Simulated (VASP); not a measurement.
Crystal: TaSi2.

```
Ta Si
1.0
     4.78390    0.00000    0.00000
    -2.39195    4.14298    0.00000
     0.00000    0.00000    6.57000
Ta Si
3 6
Direct
  0.50000 0.00000 0.00000
  0.50000 0.50000 0.66667
  0.00000 0.50000 0.33333
  0.15897 0.31794 0.00000
  0.84103 0.15897 0.66667
  0.68206 0.84103 0.33333
  0.84103 0.68206 0.00000
  0.15897 0.84103 0.66667
  0.31794 0.15897 0.33333
```

```yaml
Program: VASP 6.6.1
Task: relaxation of cell and atoms
Functional: LDA
Potentials_or_basis: VASP PAW LDA potentials, release 64 (Ta_pv, Si)
Cutoff: 600 eV
k_mesh: 8 × 8 × 5
Occupations: fermi-dirac, width 0.1 eV
Spin: no spin polarisation
```

At the start: pressure -5.0 GPa; volume 14.47 Å³/atom.

How do energy, volume and symmetry change on relaxing?

Over 7 steps the energy falls by 6.1 meV/atom and the volume is 14.10 Å³/atom (-2.6 %); space group P6_422 (No. 181, to 0.05 Å).

Step by step:
| step | energy change (eV) | largest force (eV/Å) | pressure (GPa) | volume (Å³) |
| --- | --- | --- | --- | --- |
| 1 | 0.0000 | 0.0544 | -5.02 | 130.21 |
| 2 | 0.0836 | 0.0083 | 9.02 | 121.86 |
| 3 | -0.0535 | 0.0374 | -0.06 | 126.92 |
| 4 | -0.0535 | 0.0371 | 0.04 | 126.86 |
| 5 | -0.0543 | 0.0247 | 0.06 | 126.79 |
| 6 | -0.0544 | 0.0264 | 0.06 | 126.80 |
| 7 | -0.0545 | 0.0087 | -0.05 | 126.87 |

Final structure:
```yaml
crystal:
  lattice:
    - [4.73893, 0.00000, 0.00000]
    - [-2.36947, 4.10404, 0.00000]
    - [0.00000, 0.00000, 6.52351]
  atoms:
    - { symbol: Ta, position: [0.50000, 0.00000, 0.00000] }
    - { symbol: Ta, position: [0.50000, 0.50000, 0.66667] }
    - { symbol: Ta, position: [0.00000, 0.50000, 0.33333] }
    - { symbol: Si, position: [0.15941, 0.31882, 0.00000] }
    - { symbol: Si, position: [0.84059, 0.15941, 0.66667] }
    - { symbol: Si, position: [0.68118, 0.84059, 0.33333] }
    - { symbol: Si, position: [0.84059, 0.68118, 0.00000] }
    - { symbol: Si, position: [0.15941, 0.84059, 0.66667] }
    - { symbol: Si, position: [0.31882, 0.15941, 0.33333] }
```
